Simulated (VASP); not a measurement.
# Zr (Im-3m) in VASP: settings compared

The runs below take Zr through single point, with PBEsol, PBEsol+U.

All numbers are computed with VASP 6.6.1; they aren't measurements. Logs are shortened: lines on timing, memory, paths and dates and some standing lists are left out, and cuts for length are marked.

### Step 1. The cell of the first run

It takes space group Im-3m (No. 229, cubic). Conventional cell: a = 3.620 Å, b = 3.620 Å, c = 3.620 Å, α = 90.00°, β = 90.00°, γ = 90.00°. Zr (site symmetry m-3m) has 14 Zr at 3.14 to 3.62 Å within 4.1 Å.

This isn't the form of Zr at room conditions, which is hcp.

### Step 2. Single point, PBEsol

INCAR reads:

```
SYSTEM = Zr
PREC = Accurate
ENCUT = 500
EDIFF = 1E-6
ISMEAR = 0
SIGMA = 0.05
LREAL = .FALSE.
LASPH = .TRUE.
NELM = 120
ALGO = Normal
ISIF = 2
LWAVE = .FALSE.
LCHARG = .TRUE.
GGA = PS
LELF = .TRUE.
LVHAR = .TRUE.
NBANDS = 12
GGA_COMPAT = .FALSE.
```

KPOINTS reads:

```
Automatic mesh
0
G
  10 10 10
  0 0 0
```

POSCAR reads:

```
Zr
1.0
   -1.8100000000      1.8100000000      1.8100000000
    1.8100000000     -1.8100000000      1.8100000000
    1.8100000000      1.8100000000     -1.8100000000
Zr
1
Direct
    0.0000000000      0.0000000000      0.0000000000
```

Potentials or basis: VASP PAW PBE potentials, release 64 (Zr_sv).

Command:

```sh
$ cat potpaw_PBE.64/Zr_sv/POTCAR > POTCAR
$ mpirun -np 1 vasp_std > vasp.out
```

OUTCAR:

```text
SYSTEM = Zr
   PREC = Accurate
   ENCUT = 500
   EDIFF = 1E-6
   ISMEAR = 0
   LREAL = .FALSE.
   LASPH = .TRUE.
   NELM = 120
   ISIF = 2
   GGA = PS

 ion  position               nearest neighbor table
   1  0.000  0.000  0.000-

  LATTYP: Found a body centered cubic cell.
 ALAT       =     3.6200000000

  Lattice vectors:

 A1 = (  -1.8100000000,   1.8100000000,   1.8100000000)
 A2 = (   1.8100000000,  -1.8100000000,   1.8100000000)
 A3 = (   1.8100000000,   1.8100000000,  -1.8100000000)

Analysis of symmetry for initial positions (statically):
=====================================================================
 Subroutine PRICEL returns:
 Original cell was already a primitive cell.

 Routine SETGRP: Setting up the symmetry group for a
 body centered cubic supercell.

 Subroutine GETGRP returns: Found 48 space group operations
 (whereof 48 operations were pure point group operations)
 out of a pool of 48 trial point group operations.

The static configuration has the point symmetry O_h .

Analysis of symmetry for dynamics (positions and initial velocities):
=====================================================================
 Subroutine PRICEL returns:
 Original cell was already a primitive cell.

 Routine SETGRP: Setting up the symmetry group for a
 body centered cubic supercell.

 Subroutine GETGRP returns: Found 48 space group operations
 (whereof 48 operations were pure point group operations)
 out of a pool of 48 trial point group operations.

The dynamic configuration has the point symmetry O_h .

 Subroutine INISYM returns: Found 48 space group operations
 (whereof 48 operations are pure point group operations),
 and found     1 'primitive' translations

----------------------------------------------------------------------------------------

                                     Primitive cell

  volume of cell :      23.7190

  direct lattice vectors                    reciprocal lattice vectors
    -1.810000000  1.810000000  1.810000000     0.000000000  0.276243094  0.276243094
     1.810000000 -1.810000000  1.810000000     0.276243094  0.000000000  0.276243094
     1.810000000  1.810000000 -1.810000000     0.276243094  0.276243094  0.000000000

  length of vectors
     3.135011962  3.135011962  3.135011962     0.390666730  0.390666730  0.390666730

  position of ions in fractional coordinates (direct lattice)
     0.000000000  0.000000000  0.000000000

  ion indices of the primitive-cell ions
   primitive index   ion index
[... 81 lines left out ...]
   POTIM  = 0.5000    time-step for ionic-motion
   TEBEG  =    0.0;   TEEND  =   0.0 temperature during run
   PSTRESS=    0.0 pullay stress
   NELECT =      12.0000    total number of electrons
   NUPDOWN=      -1.0000    fix difference up-down
   EMIN   =  10.00;   EMAX   =-10.00  energy-range for DOS
   EFERMI =   0.00;   METHOD = LEGACY
   ISMEAR =     0;   SIGMA  =   0.05  broadening in eV -4-tet -1-fermi 0-gaus
   EFERMI_NEDOS =   21; number of points for ismear=-14 and -15
   IALGO  =     38    algorithm
   IMIX   =      4    mixing-type and parameters
     AMIX     =   0.40;   BMIX     =  1.00
     AMIX_MAG =   1.60;   BMIX_MAG =  1.00
  volume/ion in A,a.u.               =      23.72       160.06
  Fermi-wavevector in a.u.,A,eV,Ry     =   1.304478  2.465105 23.152520  1.701662
  Thomas-Fermi vector in A             =   2.435411
   LORBIT       =      0    0 simple, 1 ext, 2 COOP (PROOUT), +10 PAW based schemes
   GGA     = PS    functional components
   LHFCALC =     F    Hartree Fock is set to
   AEXX    =    0.0000 exact exchange contribution
   IVDW    =     0    specifies the selected vdW correction
   LEPSILON=     F    determine dielectric tensor
   LRPA    =     F    only Hartree local field effects (RPA)
 non-spin polarized calculation
 Gauss-broadening in eV      SIGMA  =   0.05
  energy-cutoff  :      500.00
  volume of cell :       23.72
 maximum number of plane-waves:       618
   NGX = 11   NGY = 11   NGZ = 11

 number of electron      12.0000000 magnetization

 Free energy of the ion-electron system (eV)
  ---------------------------------------------------
  ext. energy  EPLUGINS =         0.00000000
  ---------------------------------------------------
  free energy    TOTEN  =        -8.97557943 eV

  energy without entropy =       -8.97193967  energy(sigma->0) =       -8.97375955

 E-fermi :   8.4542     XC(G=0): -11.1115

 val. band max:        8.3858432654   @ k =   0.2000   0.2000   0.0000
 cond. band min:       8.4652843673   @ k =   0.3000   0.2000   0.1000
 fundamental gap:      0.0794411019
 Fermi energy:         8.4541508901

 k-point     1 :       0.0000    0.0000    0.0000
  band No.  band energies     occupation
      1     -40.0436      2.00000
      2     -17.6022      2.00000
      3     -17.6022      2.00000
      4     -17.6022      2.00000
      5       3.0260      2.00000
      6       9.4891      0.00000
      7       9.4891      0.00000
      8       9.4891      0.00000
      9      11.9248      0.00000
     10      11.9248      0.00000
     11      20.7084      0.00000
     12      20.7084      0.00000
[... 331 lines left out ...]
 k-point    24 :      -0.3000    0.3000    0.1000
  band No.  band energies     occupation
      1     -39.9406      2.00000
      2     -18.2044      2.00000
      3     -17.8278      2.00000
      4     -17.6748      2.00000
      5       5.4808      2.00000
      6       8.5574      0.00349
      7       8.5672      0.00139
      8      10.8391      0.00000
      9      12.0440      0.00000
     10      12.6538      0.00000
     11      20.0989      0.00000
     12      21.7470      0.00000

 [... further k-points ...]

------------------------ aborting loop because EDIFF is reached ----------------------------------------

  FORCE on cell =-STRESS in cart. coord.  units (eV):
  Direction    XX          YY          ZZ          XY          YZ          ZX
  --------------------------------------------------------------------------------------
  -------------------------------------------------------------------------------------
  Total       -1.0348484     -1.0348484     -1.0348484     -0.0000000      0.0000000     -0.0000000
  in kB      -69.9023248    -69.9023248    -69.9023248     -0.0000000      0.0000000     -0.0000000
  external PRESSURE =     -69.9023248 kB  Pullay stress =       0.0000000 kB

 VOLUME and BASIS-vectors are now :
 -----------------------------------------------------------------------------
  energy-cutoff  :      500.00
  volume of cell :       23.72
      direct lattice vectors                 reciprocal lattice vectors
    -1.810000000  1.810000000  1.810000000     0.000000000  0.276243094  0.276243094
     1.810000000 -1.810000000  1.810000000     0.276243094  0.000000000  0.276243094
     1.810000000  1.810000000 -1.810000000     0.276243094  0.276243094  0.000000000

 POSITION                                       TOTAL-FORCE (eV/Angst)
 -----------------------------------------------------------------------------------
      0.00000      0.00000      0.00000        -0.000000     -0.000000     -0.000000
 -----------------------------------------------------------------------------------
    total drift:                                0.000000      0.000000     -0.000000

  FREE ENERGIE OF THE ION-ELECTRON SYSTEM (eV)
  ---------------------------------------------------
  free  energy   TOTEN  =        -8.9755794257 eV

  energy  without entropy=       -8.9719396698  energy(sigma->0) =       -8.97375955
```

OSZICAR:

```text
N       E                     dE             d eps       ncg     rms          rms(c)
DAV:   1     0.831646133831E+02    0.83165E+02   -0.66660E+03  1128   0.962E+02
DAV:   2    -0.638295204161E+01   -0.89548E+02   -0.87174E+02  1296   0.263E+02
DAV:   3    -0.928545335489E+01   -0.29025E+01   -0.28386E+01  1624   0.409E+01
DAV:   4    -0.937620295025E+01   -0.90750E-01   -0.90612E-01  1348   0.650E+00
DAV:   5    -0.937782493434E+01   -0.16220E-02   -0.16220E-02  1584   0.702E-01    0.103E+01
DAV:   6    -0.903784664443E+01    0.33998E+00   -0.42842E-01  1236   0.586E+00    0.403E+00
DAV:   7    -0.897364154726E+01    0.64205E-01   -0.21019E-01  1380   0.385E+00    0.664E-01
DAV:   8    -0.897557741030E+01   -0.19359E-02   -0.10988E-02  1296   0.120E+00    0.174E-01
DAV:   9    -0.897559349067E+01   -0.16080E-04   -0.64476E-04  1488   0.232E-01    0.202E-02
DAV:  10    -0.897558063443E+01    0.12856E-04   -0.27814E-05  1388   0.442E-02    0.151E-02
DAV:  11    -0.897557943309E+01    0.12013E-05   -0.27513E-06  1312   0.129E-02    0.128E-03
DAV:  12    -0.897557942565E+01    0.74388E-08   -0.36285E-08   676   0.208E-03
   1 F= -.89755794E+01 E0= -.89737595E+01  d E =-.363976E-02
```

It took 4.2 s on 1 thread of Intel Xeon 6975P-C (Granite Rapids), shared host; peak memory 0.14 GiB.

Results:

* Free energy: -8.9756 eV
* Pressure: -7.0 GPa
* Band gap on the k mesh: zero (bands 6 and 7 overlap by 1.79 eV)

Caveat: the cell stands under tension; the PAW data sets were made with another functional, which shifts forces and pressure a little.

(Part 1 of 2 ends here.)
